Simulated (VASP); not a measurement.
BN: relaxation of the atoms with r2SCAN

BN:

```
B N
1.0
     0.00000    1.76759    1.76759
     1.76759    0.00000    1.76759
     1.76759    1.76759    0.00000
B N
1 1
Direct
  0.00000 0.00000 0.00000
  0.25000 0.25000 0.25000
```

```yaml
Program: VASP 6.6.1
Task: relaxation of the atoms
Functional: r2SCAN
Potentials_or_basis: VASP PAW PBE potentials, release 64 (B, N)
Cutoff: 520 eV
k_mesh: 14 × 14 × 14
Occupations: fermi-dirac, width 0.02 eV
Spin: no spin polarisation
Dipole_correction: no
Further_INCAR_settings: ALGO = Normal; EDIFF = 1e-06; IBRION = 2; EDIFFG = -0.01; NSW = 50
```

```
Pressure after relaxing : 28.9 GPa
Band gap on the k mesh  : 5.06 eV (least direct gap 9.86 eV)
```

Final structure:
```yaml
crystal:
  lattice:
    - [0.00000, 1.76759, 1.76759]
    - [1.76759, 0.00000, 1.76759]
    - [1.76759, 1.76759, 0.00000]
  atoms:
    - { symbol: B, position: [0.00000, 0.00000, 0.00000] }
    - { symbol: N, position: [0.25000, 0.25000, 0.25000] }
```

Levels at points of the mesh, in eV from the valence-band top:
| k point | band 1 | band 2 | band 3 | band 4 | band 5 | band 6 | band 7 | band 8 |
| --- | --- | --- | --- | --- | --- | --- | --- | --- |
| (0.00, 0.00, 0.00) | -22.09 | 0.00 | 0.00 | 0.00 | 9.86 | 9.86 | 9.86 | 12.24 |
| (0.50, 0.00, 0.00) | -17.46 | -11.73 | -2.15 | -2.15 | 11.71 | 11.84 | 11.84 | 17.13 |
| (0.50, 0.50, 0.00) | -15.95 | -9.78 | -5.45 | -5.45 | 5.06 | 10.21 | 20.36 | 20.36 |

Run time: 40 s on 1 thread of Intel Xeon 8259CL (shared host), peak memory 0.12 GiB.

Caveat: the relaxation stopped at its first step, so nothing moved; the PAW data sets were made with another functional, which shifts forces and pressure a little. r2SCAN opens gaps a little over a GGA but as a rule still falls short of measured ones.
